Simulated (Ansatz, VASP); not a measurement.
**TiO: VASP beside Ansatz**

```
Ti O
1.0
     0.00000    2.30517    2.30517
     2.30517    0.00000    2.30517
     2.30517    2.30517    0.00000
Ti O
1 1
Cartesian
  0.0000 0.0000 0.0000
  1.1526 1.1526 1.1526
```

Alike in both runs: task relaxation of cell and atoms; functional r2SCAN; k mesh 16 × 16 × 16; occupations gaussian, width 0.1 eV; no spin polarisation.

```csv
,VASP,Ansatz
version,VASP 6.6.1,Ansatz 0.2.0
potentials or method,"VASP PAW PBE potentials, release 64 (Ti_sv, O), cutoff 600 eV","scalar-relativistic, plane waves, PAW"
valence electrons in the cell,18,18
```

Ansatz gave:

| Quantity | Value |
| --- | --- |
| gap on the k mesh at the Fermi level, each at its own relaxed structure (eV) | none |
| relaxed volume (Å³/atom) | 12.23 |
| relaxed length of the cell vector where the two differ most in proportion (Å) | 3.258 |

What did VASP give for the same quantities?

gap on the k mesh at the Fermi level, each at its own relaxed structure (eV): none; relaxed volume (Å³/atom): 12.30; relaxed length of the cell vector where the two differ most in proportion (Å): 3.265.

VASP's potentials were made for PBE, not for r2SCAN. A gap of «none» marks a metal or a gap that the smearing closes.
